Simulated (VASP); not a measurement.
# Cs (P6_3/mmc) in VASP: further runs

Cs is run at these levels: PBE; tasks: electric field gradients.

Program: VASP 6.6.1. These are calculated values, not measurements. Logs are shortened: lines on timing, memory, paths and dates and some standing lists are left out, and cuts for length are marked.

## 1. The cell of the first run

Symmetry: P6_3/mmc, No. 194, hexagonal system. The conventional cell has a = 5.540 Å, b = 5.540 Å, c = 8.967 Å, α = 90.00°, β = 90.00°, γ = 120.00°.

This isn't the form of Cs at room conditions, which is bcc.

## 2. Electric field gradients, PBE (119.19 Å³/atom)

INCAR

```
PREC = Accurate
ENCUT = 520
EDIFF = 1E-8
ISMEAR = -1
SIGMA = 0.05
LREAL = False
LASPH = True
NELM = 80
ALGO = Normal
ISIF = 2
LWAVE = False
LCHARG = False
GGA = PE
LEFG = True
NBANDS = 16
```

KPOINTS

```
Automatic mesh
0
Gamma
  12 12 6
```

POSCAR

```
Cs
1.0
    5.5403548584      0.0000000000      0.0000000000
   -2.7701774292      4.7980880534      0.0000000000
    0.0000000000      0.0000000000      8.9670054016
Cs
2
Direct
    0.3333333333      0.6666666667      0.2500000000
    0.6666666667      0.3333333333      0.7500000000
```

Potentials or basis: VASP PAW PBE potentials, release 64 (Cs_sv).

Started as:

```bash
> cat potpaw_PBE.64/Cs_sv/POTCAR > POTCAR
> mpirun -np 1 vasp_std > vasp.out
```

OUTCAR:

```text
PREC = Accurate
   ENCUT = 520
   EDIFF = 1E-8
   ISMEAR = -1
   LREAL = False
   LASPH = True
   NELM = 80
   ISIF = 2
   GGA = PE

 ion  position               nearest neighbor table
   1  0.333  0.667  0.250-
   2  0.667  0.333  0.750-

  LATTYP: Found a hexagonal cell.
 ALAT       =     5.5403548584
 C/A-ratio  =     1.6184893623

  Lattice vectors:

 A1 = (   5.5403548584,   0.0000000000,   0.0000000000)
 A2 = (  -2.7701774292,   4.7980880534,   0.0000000000)
 A3 = (   0.0000000000,   0.0000000000,   8.9670054016)

Analysis of symmetry for initial positions (statically):
=====================================================================
 Subroutine PRICEL returns:
 Original cell was already a primitive cell.

 Routine SETGRP: Setting up the symmetry group for a
 hexagonal supercell.

 Subroutine GETGRP returns: Found 24 space group operations
 (whereof 12 operations were pure point group operations)
 out of a pool of 24 trial point group operations.

The static configuration has the point symmetry D_3d.
 The point group associated with its full space group is D_6h.

Analysis of symmetry for dynamics (positions and initial velocities):
=====================================================================
 Subroutine PRICEL returns:
 Original cell was already a primitive cell.

 Routine SETGRP: Setting up the symmetry group for a
 hexagonal supercell.

 Subroutine GETGRP returns: Found 24 space group operations
 (whereof 12 operations were pure point group operations)
 out of a pool of 24 trial point group operations.

The dynamic configuration has the point symmetry D_3d.
 The point group associated with its full space group is D_6h.

 Subroutine INISYM returns: Found 24 space group operations
 (whereof 12 operations are pure point group operations),
 and found     1 'primitive' translations

----------------------------------------------------------------------------------------

                                     Primitive cell

  volume of cell :     238.3709

  direct lattice vectors                    reciprocal lattice vectors
     5.540354858  0.000000000  0.000000000     0.180493854  0.104208175  0.000000000
    -2.770177429  4.798088053  0.000000000     0.000000000  0.208416350  0.000000000
     0.000000000  0.000000000  8.967005402     0.000000000  0.000000000  0.111519951

  length of vectors
     5.540354858  5.540354858  8.967005402     0.208416350  0.208416350  0.111519951

  position of ions in fractional coordinates (direct lattice)
     0.333333333  0.666666667  0.250000000
     0.666666667  0.333333333  0.750000000

  ion indices of the primitive-cell ions
   primitive index   ion index
                 1           1
                 2           2

----------------------------------------------------------------------------------------

 KPOINTS: Automatic mesh

Automatic generation of k-mesh.
 Grid dimensions read from file:
 generate k-points for:   12   12    6

 Generating k-lattice:

  Cartesian coordinates                     Fractional coordinates (reciprocal lattice)
     0.015041154  0.008684015  0.000000000     0.083333333  0.000000000  0.000000000
     0.000000000  0.017368029  0.000000000     0.000000000  0.083333333  0.000000000
     0.000000000  0.000000000  0.018586658     0.000000000  0.000000000  0.166666667

  Length of vectors
     0.017368029  0.017368029  0.018586658

  Shift w.r.t. Gamma in fractional coordinates (k-lattice)
     0.000000000  0.000000000  0.000000000

 Subroutine IBZKPT returns following result:
 ===========================================

 Found     76 irreducible k-points:

 Following reciprocal coordinates:
            Coordinates               Weight
  0.000000  0.000000  0.000000      1.000000
  0.083333  0.000000  0.000000      6.000000
  0.166667 -0.000000  0.000000      6.000000
  0.250000 -0.000000  0.000000      6.000000
  0.333333 -0.000000  0.000000      6.000000
  0.416667 -0.000000  0.000000      6.000000
[... 16 lines left out ...]
  0.250000 -0.000000  0.166667     12.000000
  0.333333 -0.000000  0.166667     12.000000
 [... further k-points ...]
   k-points           NKPTS =     76   k-points in BZ     NKDIM =     76   number of bands    NBANDS=     16
   number of dos      NEDOS =    301   number of ions     NIONS =      2
   total plane-waves  NPLWV = 123480
   dimension x,y,z NGX =    42 NGY =   42 NGZ =   70
   dimension x,y,z NGXF=    84 NGYF=   84 NGZF=  140
   ions per type =               2
   NGX,Y,Z   is equivalent  to a cutoff of  12.60, 12.60, 12.98 a.u.
   NGXF,Y,Z  is equivalent  to a cutoff of  25.21, 25.21, 25.96 a.u.
 SYSTEM =  unknown system
   PREC   = accura    normal or accurate (medium, high low for compatibility)
   ISTART =      0    job   : 0-new  1-cont  2-samecut
   ICHARG =      2    charge: 1-file 2-atom 10-const
   ISPIN  =      1    spin polarized calculation?
   LNONCOLLINEAR =      F non collinear calculations
   LSORBIT =      F    spin-orbit coupling
   LASPH  =      T    aspherical Exc in radial PAW
   ENCUT  =  520.0 eV  38.22 Ry    6.18 a.u.  10.30 10.30 16.67*2*pi/ulx,y,z
   NELM   =     80;   NELMIN=  2; NELMDL= -5     # of ELM steps
   EDIFF  = 0.1E-07   stopping-criterion for ELM
   LREAL  =      F    real-space projection
   EDIFFG = 0.1E-06   stopping-criterion for IOM
   NSW    =      0    number of steps for IOM
   IBRION =     -1    ionic relax: 0-MD 1-quasi-New 2-CG
   NFREE  =      0    steps in history (QN), initial steepest desc. (CG)
   ISIF   =      2    stress and relaxation
   ISYM   =      2    0-nonsym 1-usesym 2-fastsym
   POTIM  = 0.5000    time-step for ionic-motion
   TEBEG  =    0.0;   TEEND  =   0.0 temperature during run
   PSTRESS=    0.0 pullay stress
   NELECT =      18.0000    total number of electrons
   NUPDOWN=      -1.0000    fix difference up-down
   EMIN   =  10.00;   EMAX   =-10.00  energy-range for DOS
   EFERMI =   0.00;   METHOD = LEGACY
   ISMEAR =    -1;   SIGMA  =   0.05  broadening in eV -4-tet -1-fermi 0-gaus
   EFERMI_NEDOS =   21; number of points for ismear=-14 and -15
   IALGO  =     38    algorithm
   IMIX   =      4    mixing-type and parameters
     AMIX     =   0.40;   BMIX     =  1.00
     AMIX_MAG =   1.60;   BMIX_MAG =  1.00
  volume/ion in A,a.u.               =     119.19       804.30
  Fermi-wavevector in a.u.,A,eV,Ry     =   0.691960  1.307616  6.514595  0.478809
  Thomas-Fermi vector in A             =   1.773759
   LORBIT       =      0    0 simple, 1 ext, 2 COOP (PROOUT), +10 PAW based schemes
   GGA     = PE    functional components
   LHFCALC =     F    Hartree Fock is set to
   AEXX    =    0.0000 exact exchange contribution
   IVDW    =     0    specifies the selected vdW correction
   LEPSILON=     F    determine dielectric tensor
   LRPA    =     F    only Hartree local field effects (RPA)
 non-spin polarized calculation
  energy-cutoff  :      520.00
  volume of cell :      238.37
 maximum number of plane-waves:      6447
 NGX is ok and might be reduce to    42
   NGX = 21   NGY = 21   NGZ = 33

 number of electron      18.0000004 magnetization

 Free energy of the ion-electron system (eV)
  ---------------------------------------------------
  ext. energy  EPLUGINS =         0.00000000
  ---------------------------------------------------
  free energy    TOTEN  =        -1.71323015 eV

  energy without entropy =       -1.69206598  energy(sigma->0) =       -1.70264806

 E-fermi :   0.3603     XC(G=0):  -5.3168

 val. band max:        0.3594390143   @ k =   0.0000   0.0000   0.0000
 cond. band min:       0.3627650201   @ k =   0.3333   0.1667   0.3333
 fundamental gap:      0.0033260058
 Fermi energy:         0.3603194933

 k-point     1 :       0.0000    0.0000    0.0000
  band No.  band energies     occupation
      1     -23.5056      2.00000
      2     -23.5003      2.00000
      3     -10.3763      2.00000
      4     -10.2733      2.00000
      5     -10.2733      2.00000
      6     -10.2559      2.00000
[... 8 lines left out ...]
     15       3.0378      0.00000
     16       3.0378      0.00000
[... 419 lines left out ...]
 k-point    24 :       0.3333   -0.0000    0.1667
  band No.  band energies     occupation
      1     -23.5019      2.00000
      2     -23.4992      2.00000
      3     -10.3520      2.00000
      4     -10.3301      2.00000
      5     -10.3211      2.00000
      6     -10.2920      2.00000
[... 8 lines left out ...]
     15       2.8080      0.00000
     16       3.5130      0.00000

 [... further k-points ...]

------------------------ aborting loop because EDIFF is reached ----------------------------------------

  FORCE on cell =-STRESS in cart. coord.  units (eV):
  Direction    XX          YY          ZZ          XY          YZ          ZX
  --------------------------------------------------------------------------------------
  -------------------------------------------------------------------------------------
  Total       -0.0527039     -0.0527039     -0.0455965      0.0000000      0.0000000      0.0000000
  in kB       -0.3542418     -0.3542418     -0.3064709      0.0000000      0.0000000      0.0000000
  external PRESSURE =      -0.3383181 kB  Pullay stress =       0.0000000 kB

 VOLUME and BASIS-vectors are now :
 -----------------------------------------------------------------------------
  energy-cutoff  :      520.00
  volume of cell :      238.37
      direct lattice vectors                 reciprocal lattice vectors
     5.540354858  0.000000000  0.000000000     0.180493854  0.104208175  0.000000000
    -2.770177429  4.798088053  0.000000000     0.000000000  0.208416350  0.000000000
     0.000000000  0.000000000  8.967005402     0.000000000  0.000000000  0.111519951

 POSITION                                       TOTAL-FORCE (eV/Angst)
 -----------------------------------------------------------------------------------
     -0.00000      3.19873      2.24175         0.000000      0.000000      0.000000
      2.77018      1.59936      6.72525        -0.000000     -0.000000      0.000000
 -----------------------------------------------------------------------------------
    total drift:                               -0.000000      0.000000     -0.000000

  FREE ENERGIE OF THE ION-ELECTRON SYSTEM (eV)
  ---------------------------------------------------
  free  energy   TOTEN  =        -1.7132301490 eV

  energy  without entropy=       -1.6920659806  energy(sigma->0) =       -1.70264806

 Electric field gradients (V/A^2)
---------------------------------------------------------------------
 ion       V_xx      V_yy      V_zz      V_xy      V_xz      V_yz
---------------------------------------------------------------------
   1      -0.258    -0.258     0.516    -0.000     0.000    -0.000
   2      -0.258    -0.258     0.516    -0.000    -0.000     0.000
---------------------------------------------------------------------

 Electric field gradients after diagonalization (V/A^2)
 (convention: |V_zz| > |V_xx| > |V_yy|)
----------------------------------------------------------------------
 ion       V_xx      V_yy      V_zz     asymmetry (V_yy - V_xx)/ V_zz
----------------------------------------------------------------------
   1      -0.258    -0.258     0.516       0.001
   2      -0.258    -0.258     0.516       0.001
----------------------------------------------------------------------

           NMR quadrupolar parameters

 Cq : quadrupolar parameter    Cq=e*Q*V_zz/h
 eta: asymmetry parameters     (V_yy - V_xx)/ V_zz
 Q  : nuclear electric quadrupole moment in mb (millibarn)
----------------------------------------------------------------------
 ion       Cq(MHz)       eta       Q (mb)
----------------------------------------------------------------------
   1       0.001       0.001       1.000
   2       0.001       0.001       1.000
----------------------------------------------------------------------
```

It took 9.3 min on 1 thread of Intel Xeon 8259CL, shared host; peak memory 0.47 GiB.

Results:

```
Free energy                             : -1.7132 eV
Pressure                                : 0.0 GPa
Band gap on the k mesh                  : zero (bands 9 and 10 overlap by 1.83 eV)
Largest electric field gradient by atom : Cs +0.5 V/Å²
```

Electric field gradients, principal values (V/Å²):
```tsv
atom	least	middle	greatest (by size)
1 Cs	-0.258	-0.258	0.516
2 Cs	-0.258	-0.258	0.516
```

Caveat: without QUAD_EFG the Cq values of the log hold for a quadrupole moment of 1 mb, not for the nuclei; spin-orbit coupling is left out, which moves the levels of the heavy elements.

(Part 1 of 2 ends here.)
